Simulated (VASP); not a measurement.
MnSb:

```
Mn Sb
1.0
     0.00000    2.67842    2.67842
     2.67842    0.00000    2.67842
     2.67842    2.67842    0.00000
Mn Sb
1 1
Cartesian
  0.0000 0.0000 0.0000
  2.6784 2.6784 2.6784
```

This cell differs from its parent crystal: volume scaled by 0.88.

Base run:

- Program: VASP 6.6.1
- Functional: PBE
- Potentials or basis: VASP PAW PBE potentials, release 64 (Mn_pv, Sb)
- Cutoff: 520 eV
- k mesh: 12 × 12 × 12
- Occupations: fermi-dirac, width 0.08 eV
- Spin: no spin polarisation

Its results: pressure -6.0 GPa.

Q: The run is repeated on the same cell with these changes: spin from no spin polarisation to collinear spin, ferromagnetic start; further incar settings from ALGO = Normal; EDIFF = 1e-06; NBANDS = 16 to ALGO = Normal; EDIFF = 1e-06; NBANDS = 20. What comes out?

A: Pressure 9.2 GPa; net moment 3.53 μB per cell; site moments Mn +3.46; Sb -0.09 μB.

Caveats: a cell with one magnetic atom can't hold antiferromagnetic order, which such compounds often take (some runs).
